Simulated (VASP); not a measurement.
# Ta4N5 (I4/m) in VASP: further runs

Runs on Ta4N5. Level: r2SCAN. Tasks: single point.

All numbers are computed with VASP 6.6.1; they aren't measurements. Logs are shortened: lines on timing, memory, paths and dates and some standing lists are left out, and cuts for length are marked.

## Step 1: The cell of the first run

It takes space group I4/m (No. 87, tetragonal). The conventional cell has a = 6.873 Å, b = 6.873 Å, c = 4.268 Å, α = 90.00°, β = 90.00°, γ = 90.00°. Within 2.7 Å of Ta (site symmetry m) lie 6 N at 2.08 to 2.22 Å. N (site symmetry 4/m) has 4 Ta at 2.08 Å within 2.7 Å. N (site symmetry m) has 5 Ta at 2.14 to 2.22 Å within 2.8 Å.

## Step 2: Single point, r2SCAN

POSCAR

```
Ta4N5
1.0
   -3.4365801695      3.4365801695      2.1338877009
    3.4365801695     -3.4365801695      2.1338877009
    3.4365801695      3.4365801695     -2.1338877009
Ta N
4 5
Direct
    0.7828977675      0.6056320538      0.3885298214
    0.3943679462      0.7828977675      0.1772657137
    0.6056320538      0.2171022325      0.8227342863
    0.2171022325      0.3943679462      0.6114701786
    0.5000000000      0.5000000000      0.0000000000
    0.9082510244      0.3087066187      0.2169576431
    0.6912933813      0.9082510244      0.5995444058
    0.3087066187      0.0917489756      0.4004555942
    0.0917489756      0.6912933813      0.7830423569
```

INCAR.step1

```
ALGO = Normal ; EDIFF = 1E-4
ENCUT = 520 ; GGA = PE
ISMEAR = 0 ; LASPH = True
LCHARG = False ; LREAL = False
LWAVE = True ; NBANDS = 44
NELM = 80 ; PREC = Accurate
SIGMA = 0.1
```

INCAR.step2

```
ALGO = Normal ; EDIFF = 1E-7
ENCUT = 520 ; ISIF = 2
ISMEAR = 0 ; ISTART = 1
LASPH = True ; LCHARG = False
LMIXTAU = True ; LREAL = False
LWAVE = False ; METAGGA = R2SCAN
NBANDS = 44 ; NELM = 80
PREC = Accurate ; SIGMA = 0.1
```

KPOINTS

```
k-points
0
Gamma
  10 10 10
```

Potentials or basis: VASP PAW PBE potentials, release 64 (Ta_pv, N).

Run with:

```console
$ cat potpaw_PBE.64/Ta_pv/POTCAR potpaw_PBE.64/N/POTCAR > POTCAR
$ cp INCAR.step1 INCAR
$ mpirun -np 1 vasp_std > vasp.out
$ cp INCAR.step2 INCAR
$ mpirun -np 1 vasp_std > vasp.out
```

OUTCAR:

```text
EDIFF = 1E-7
   ENCUT = 520
   ISIF = 2
   ISMEAR = 0
   ISTART = 1
   LASPH = True
   LREAL = False
   METAGGA = R2SCAN
   NELM = 80
   PREC = Accurate

 ion  position               nearest neighbor table
   1  0.783  0.606  0.389-   5 2.08   8 2.14   8 2.14   7 2.17   9 2.20   6 2.22   2 2.94   3 2.94
                             4 2.95   4 2.95   3 3.17   3 3.17   2 3.17   2 3.17   4 3.32
   2  0.394  0.783  0.177-   5 2.08   6 2.14   6 2.14   9 2.17   8 2.20   7 2.22   1 2.94   4 2.94
                             3 2.95   3 2.95   4 3.17   4 3.17   1 3.17   1 3.17   3 3.32
   3  0.606  0.217  0.823-   5 2.08   9 2.14   9 2.14   6 2.17   7 2.20   8 2.22   4 2.94   1 2.94
                             2 2.95   2 2.95   1 3.17   1 3.17   4 3.17   4 3.17   2 3.32
   4  0.217  0.394  0.611-   5 2.08   7 2.14   7 2.14   8 2.17   6 2.20   9 2.22   3 2.94   2 2.94
                             1 2.95   1 2.95   2 3.17   2 3.17   3 3.17   3 3.17   1 3.32
   5  0.500  0.500  0.000-   2 2.08   3 2.08   1 2.08   4 2.08
   6  0.908  0.309  0.217-   2 2.14   2 2.14   3 2.17   4 2.20   1 2.22
   7  0.691  0.908  0.600-   4 2.14   4 2.14   1 2.17   3 2.20   2 2.22
   8  0.309  0.092  0.400-   1 2.14   1 2.14   4 2.17   2 2.20   3 2.22
   9  0.092  0.691  0.783-   3 2.14   3 2.14   2 2.17   1 2.20   4 2.22

  LATTYP: Found a body centered tetragonal cell.
 ALAT       =     6.8731603390
 C/A-ratio  =     0.6209334849

  Lattice vectors:

 A1 = (  -3.4365801695,   3.4365801695,   2.1338877009)
 A2 = (   3.4365801695,  -3.4365801695,   2.1338877009)
 A3 = (   3.4365801695,   3.4365801695,  -2.1338877009)

Analysis of symmetry for initial positions (statically):
=====================================================================
 Subroutine PRICEL returns:
 Original cell was already a primitive cell.

 Routine SETGRP: Setting up the symmetry group for a
 body centered tetragonal supercell.

 Subroutine GETGRP returns: Found  8 space group operations
 (whereof  8 operations were pure point group operations)
 out of a pool of 16 trial point group operations.

The static configuration has the point symmetry C_4h.

Analysis of symmetry for dynamics (positions and initial velocities):
=====================================================================
 Subroutine PRICEL returns:
 Original cell was already a primitive cell.

 Routine SETGRP: Setting up the symmetry group for a
 body centered tetragonal supercell.

 Subroutine GETGRP returns: Found  8 space group operations
 (whereof  8 operations were pure point group operations)
 out of a pool of 16 trial point group operations.

The dynamic configuration has the point symmetry C_4h.

 Subroutine INISYM returns: Found  8 space group operations
 (whereof  8 operations are pure point group operations),
 and found     1 'primitive' translations

----------------------------------------------------------------------------------------

                                     Primitive cell

  volume of cell :     100.8056

  direct lattice vectors                    reciprocal lattice vectors
    -3.436580170  3.436580170  2.133887701     0.000000000  0.145493478  0.234314111
     3.436580170 -3.436580170  2.133887701     0.145493478  0.000000000  0.234314111
     3.436580170  3.436580170 -2.133887701     0.145493478  0.145493478  0.000000000

  length of vectors
     5.307885007  5.307885007  5.307885007     0.275810541  0.275810541  0.205758849

  position of ions in fractional coordinates (direct lattice)
     0.782897768  0.605632054  0.388529821
     0.394367946  0.782897768  0.177265714
     0.605632054  0.217102232  0.822734286
     0.217102232  0.394367946  0.611470179
     0.500000000  0.500000000  0.000000000
     0.908251024  0.308706619  0.216957643
     0.691293381  0.908251024  0.599544406
     0.308706619  0.091748976  0.400455594
     0.091748976  0.691293381  0.783042357

  ion indices of the primitive-cell ions
   primitive index   ion index
                 1           1
                 2           2
                 3           3
                 4           4
                 5           5
                 6           6
                 7           7
                 8           8
                 9           9

----------------------------------------------------------------------------------------

 KPOINTS: k-points

Automatic generation of k-mesh.
 Grid dimensions read from file:
 generate k-points for:   10   10   10

 Generating k-lattice:

  Cartesian coordinates                     Fractional coordinates (reciprocal lattice)
     0.000000000  0.014549348  0.023431411     0.100000000  0.000000000  0.000000000
     0.014549348  0.000000000  0.023431411     0.000000000  0.100000000  0.000000000
     0.014549348  0.014549348  0.000000000     0.000000000  0.000000000  0.100000000

  Length of vectors
     0.027581054  0.027581054  0.020575885

  Shift w.r.t. Gamma in fractional coordinates (k-lattice)
     0.000000000  0.000000000  0.000000000

 Subroutine IBZKPT returns following result:
 ===========================================

 Found    144 irreducible k-points:

 Following reciprocal coordinates:
            Coordinates               Weight
  0.000000  0.000000  0.000000      1.000000
  0.100000  0.000000  0.000000      8.000000
  0.200000  0.000000  0.000000      8.000000
  0.300000  0.000000 -0.000000      8.000000
  0.400000  0.000000  0.000000      8.000000
  0.500000  0.000000 -0.000000      4.000000
[... 16 lines left out ...]
  0.200000  0.200000  0.000000      8.000000
  0.300000  0.200000 -0.000000      8.000000
 [... further k-points ...]
   k-points           NKPTS =    144   k-points in BZ     NKDIM =    144   number of bands    NBANDS=     44
   number of dos      NEDOS =    301   number of ions     NIONS =      9
   total plane-waves  NPLWV =  64000
   dimension x,y,z NGX =    40 NGY =   40 NGZ =   40
   dimension x,y,z NGXF=    80 NGYF=   80 NGZF=   80
   ions per type =               4   5
   NGX,Y,Z   is equivalent  to a cutoff of  12.53, 12.53, 12.53 a.u.
   NGXF,Y,Z  is equivalent  to a cutoff of  25.06, 25.06, 25.06 a.u.
 SYSTEM =  unknown system
   PREC   = accura    normal or accurate (medium, high low for compatibility)
   ISTART =      1    job   : 0-new  1-cont  2-samecut
   ICHARG =      0    charge: 1-file 2-atom 10-const
   ISPIN  =      1    spin polarized calculation?
   LNONCOLLINEAR =      F non collinear calculations
   LSORBIT =      F    spin-orbit coupling
   LASPH  =      T    aspherical Exc in radial PAW
   ENCUT  =  520.0 eV  38.22 Ry    6.18 a.u.   9.87  9.87  9.87*2*pi/ulx,y,z
   NELM   =     80;   NELMIN=  2; NELMDL=  0     # of ELM steps
   EDIFF  = 0.1E-06   stopping-criterion for ELM
   LREAL  =      F    real-space projection
   EDIFFG = 0.1E-05   stopping-criterion for IOM
   NSW    =      0    number of steps for IOM
   IBRION =     -1    ionic relax: 0-MD 1-quasi-New 2-CG
   NFREE  =      0    steps in history (QN), initial steepest desc. (CG)
   ISIF   =      2    stress and relaxation
   ISYM   =      2    0-nonsym 1-usesym 2-fastsym
   POTIM  = 0.5000    time-step for ionic-motion
   TEBEG  =    0.0;   TEEND  =   0.0 temperature during run
   PSTRESS=    0.0 pullay stress
   NELECT =      69.0000    total number of electrons
   NUPDOWN=      -1.0000    fix difference up-down
   EMIN   =  10.00;   EMAX   =-10.00  energy-range for DOS
   EFERMI =   0.00;   METHOD = LEGACY
   ISMEAR =     0;   SIGMA  =   0.10  broadening in eV -4-tet -1-fermi 0-gaus
   EFERMI_NEDOS =   21; number of points for ismear=-14 and -15
   IALGO  =     38    algorithm
   IMIX   =      4    mixing-type and parameters
     AMIX     =   0.40;   BMIX     =  1.00
     AMIX_MAG =   1.60;   BMIX_MAG =  1.00
  volume/ion in A,a.u.               =      11.20        75.59
  Fermi-wavevector in a.u.,A,eV,Ry     =   1.442768  2.726435 28.321590  2.081578
  Thomas-Fermi vector in A             =   2.561251
   LORBIT       =      0    0 simple, 1 ext, 2 COOP (PROOUT), +10 PAW based schemes
   METAGGA = R2SCAN    functional components
   LHFCALC =     F    Hartree Fock is set to
   AEXX    =    0.0000 exact exchange contribution
   IVDW    =     0    specifies the selected vdW correction
   LEPSILON=     F    determine dielectric tensor
   LRPA    =     F    only Hartree local field effects (RPA)
 non-spin polarized calculation
 Gauss-broadening in eV      SIGMA  =   0.10
  energy-cutoff  :      520.00
  volume of cell :      100.81
 maximum number of plane-waves:      2734
   NGX = 19   NGY = 19   NGZ = 19

 number of electron      69.0000004 magnetization

 Free energy of the ion-electron system (eV)
  ---------------------------------------------------
  ext. energy  EPLUGINS =         0.00000000
  ---------------------------------------------------
  free energy    TOTEN  =      -251.45027715 eV

  energy without entropy =     -251.44181860  energy(sigma->0) =     -251.44604788

 E-fermi :   7.7274     XC(G=0): -13.5499

 val. band max:        7.7189684931   @ k =   0.3000   0.3000   0.2000
 cond. band min:       7.7351502008   @ k =  -0.2000  -0.4000  -0.1000
 fundamental gap:      0.0161817077
 Fermi energy:         7.7274348407

 k-point     1 :       0.0000    0.0000    0.0000
  band No.  band energies     occupation
      1     -29.8551      2.00000
      2     -29.8358      2.00000
      3     -29.7062      2.00000
      4     -29.7062      2.00000
      5     -29.6860      2.00000
      6     -29.6860      2.00000
[... 36 lines left out ...]
     43      10.1905      0.00000
     44      11.4878      0.00000

 k-point     2 :       0.1000    0.0000    0.0000
  band No.  band energies     occupation
      1     -29.8593      2.00000
      2     -29.8510      2.00000
      3     -29.7582      2.00000
      4     -29.7486      2.00000
      5     -29.6445      2.00000
      6     -29.6301      2.00000
[... 36 lines left out ...]
     43      10.2787      0.00000
     44      11.5036      0.00000

 k-point     3 :       0.2000    0.0000    0.0000
  band No.  band energies     occupation
      1     -29.8988      2.00000
      2     -29.8654      2.00000
      3     -29.8071      2.00000
      4     -29.7599      2.00000
      5     -29.6350      2.00000
      6     -29.5658      2.00000
[... 976 lines left out ...]
     43      10.8609      0.00000
     44      11.3001      0.00000

 k-point    24 :       0.3000    0.2000   -0.0000
  band No.  band energies     occupation
      1     -29.9788      2.00000
      2     -29.8881      2.00000
      3     -29.8308      2.00000
      4     -29.7447      2.00000
      5     -29.6540      2.00000
      6     -29.5915      2.00000
[... 36 lines left out ...]
     43      10.9569      0.00000
     44      11.3888      0.00000

 [... further k-points ...]
[... 5 lines left out ...]
  --------------------------------------------------------------------------------------
  -------------------------------------------------------------------------------------
  Total        0.3189235      0.3189235      0.2793082     -0.0000039      0.0000000      0.0000000
  in kB        5.0688865      5.0688865      4.4392517     -0.0000612      0.0000000      0.0000000
  external PRESSURE =       4.8590082 kB  Pullay stress =       0.0000000 kB

 VOLUME and BASIS-vectors are now :
 -----------------------------------------------------------------------------
  energy-cutoff  :      520.00
  volume of cell :      100.81
      direct lattice vectors                 reciprocal lattice vectors
    -3.436580170  3.436580170  2.133887701     0.000000000  0.145493478  0.234314111
     3.436580170 -3.436580170  2.133887701     0.145493478  0.000000000  0.234314111
     3.436580170  3.436580170 -2.133887701     0.145493478  0.145493478  0.000000000

 POSITION                                       TOTAL-FORCE (eV/Angst)
 -----------------------------------------------------------------------------------
      0.72603      1.94440      2.13389         0.004661     -0.027554      0.000000
      1.94440     -0.72603      2.13389        -0.027554     -0.004661      0.000000
      1.49218      4.16261     -0.00000         0.027554      0.004661     -0.000000
      2.71055      1.49218      0.00000        -0.004661      0.027554     -0.000000
      0.00000      0.00000      2.13389         0.000000      0.000000      0.000000
     -1.31479      2.80597      2.13389        -0.023113      0.019632     -0.000000
      2.80597      1.31479      2.13389         0.019632      0.023113      0.000000
      0.63061      2.12179      0.00000        -0.019632     -0.023113     -0.000000
      4.75137      0.63061      0.00000         0.023113     -0.019632      0.000000
 -----------------------------------------------------------------------------------
    total drift:                                0.000000     -0.000000     -0.000000

  FREE ENERGIE OF THE ION-ELECTRON SYSTEM (eV)
  ---------------------------------------------------
  free  energy   TOTEN  =      -251.4502771524 eV

  energy  without entropy=     -251.4418186018  energy(sigma->0) =     -251.44604788
```

Wall time 74 min (1 thread of Oxide Virtual Turin-like, shared host); peak memory 0.56 GiB.

What came out:

- Free energy: -251.4503 eV
- Pressure: 0.5 GPa
- Largest force: 0.030 eV/Å
- Band gap on the k mesh: zero (an odd number of electrons rules out a gap without spin polarisation)

Forces on the atoms (eV/Å):
```
Ta   0.005 -0.028  0.000
Ta  -0.028 -0.005  0.000
Ta   0.028  0.005  0.000
Ta  -0.005  0.028  0.000
N    0.000  0.000  0.000
N   -0.023  0.020  0.000
N    0.020  0.023  0.000
N   -0.020 -0.023  0.000
N    0.023 -0.020  0.000
```

Levels at points of the mesh, in eV from the Fermi level:
| k point | band 33 | band 34 | band 35 | band 36 | band 37 | band 38 |
| --- | --- | --- | --- | --- | --- | --- |
| (0.00, 0.00, 0.00) | -1.46 | -1.46 | -1.08 | 0.58 | 1.11 | 1.15 |
| (0.50, 0.00, 0.00) | -1.30 | 0.52 | 1.08 | 1.51 | 1.86 | 1.95 |
| (0.50, 0.50, 0.00) | -3.01 | -1.75 | -0.69 | 0.50 | 0.72 | 1.61 |
| (0.50, 0.50, 0.50) | -3.41 | -2.08 | -1.82 | -0.46 | -0.46 | 2.54 |

Caveat: the PAW data sets were made with another functional, which shifts forces and pressure a little; spin-orbit coupling is left out, which moves the levels of the heavy elements.

## Step 3: Single point, r2SCAN

This run uses another cell than the first one, of 11.16 Å³/atom.

POSCAR

```
Ta4N5
1.0
   -3.4327044555      3.4327044555      2.1318811529
    3.4327044555     -3.4327044555      2.1318811529
    3.4327044555      3.4327044555     -2.1318811529
Ta N
4 5
Direct
    0.7829399315      0.6056050453      0.3885449768
    0.3943949547      0.7829399315      0.1773348862
    0.6056050453      0.2170600685      0.8226651138
    0.2170600685      0.3943949547      0.6114550232
    0.5000000000      0.5000000000      0.0000000000
    0.9082991208      0.3085216554      0.2168207762
    0.6914783446      0.9082991208      0.5997774654
    0.3085216554      0.0917008792      0.4002225346
    0.0917008792      0.6914783446      0.7831792238
```

INCAR.step1

```
PREC = Accurate
ENCUT = 520
ISMEAR = 0
SIGMA = 0.1
LREAL = False
LASPH = True
NELM = 80
NBANDS = 44
GGA = PE
ALGO = Normal
EDIFF = 1E-4
LWAVE = True
LCHARG = False
```

INCAR.step2

```
PREC = Accurate
ENCUT = 520
EDIFF = 1E-6
ISMEAR = 0
SIGMA = 0.1
LREAL = False
LASPH = True
NELM = 80
ALGO = Normal
ISIF = 2
LWAVE = False
LCHARG = False
METAGGA = R2SCAN
LMIXTAU = True
NBANDS = 44
ISTART = 1
```

KPOINTS

```
Automatic mesh
0
Gamma
  10 10 10
```

Potentials or basis: VASP PAW PBE potentials, release 64 (Ta_pv, N).

Run with:

```console
$ cat potpaw_PBE.64/Ta_pv/POTCAR potpaw_PBE.64/N/POTCAR > POTCAR
$ cp INCAR.step1 INCAR
$ mpirun -np 1 vasp_std > vasp.out
$ cp INCAR.step2 INCAR
$ mpirun -np 1 vasp_std > vasp.out
```

Run time: 63 min. Hardware: 1 thread of Oxide Virtual Turin-like, shared host; peak memory 0.55 GiB.

It converged, with:

```
Free energy            : -251.4480 eV
Pressure               : 1.5 GPa
Largest force          : 0.035 eV/Å
Band gap on the k mesh : zero (an odd number of electrons rules out a gap without spin polarisation)
```

Forces in eV/Å, atoms in the order of the input:
```
Ta   0.009 -0.020  0.000
Ta  -0.020 -0.009  0.000
Ta   0.020  0.009  0.000
Ta  -0.009  0.020  0.000
N    0.000  0.000  0.000
N   -0.027  0.023  0.000
N    0.023  0.027  0.000
N   -0.023 -0.027  0.000
N    0.027 -0.023  0.000
```

Levels at points of the mesh, in eV from the Fermi level:
| k point | band 33 | band 34 | band 35 | band 36 | band 37 | band 38 |
| --- | --- | --- | --- | --- | --- | --- |
| (0.00, 0.00, 0.00) | -1.47 | -1.47 | -1.09 | 0.58 | 1.10 | 1.16 |
| (0.50, 0.00, 0.00) | -1.30 | 0.52 | 1.09 | 1.52 | 1.86 | 1.97 |
| (0.50, 0.50, 0.00) | -3.03 | -1.75 | -0.69 | 0.50 | 0.72 | 1.62 |
| (0.50, 0.50, 0.50) | -3.42 | -2.10 | -1.83 | -0.47 | -0.47 | 2.55 |

Caveat: the PAW data sets were made with another functional, which shifts forces and pressure a little; spin-orbit coupling is left out, which moves the levels of the heavy elements.

[end of part 1 of 2]
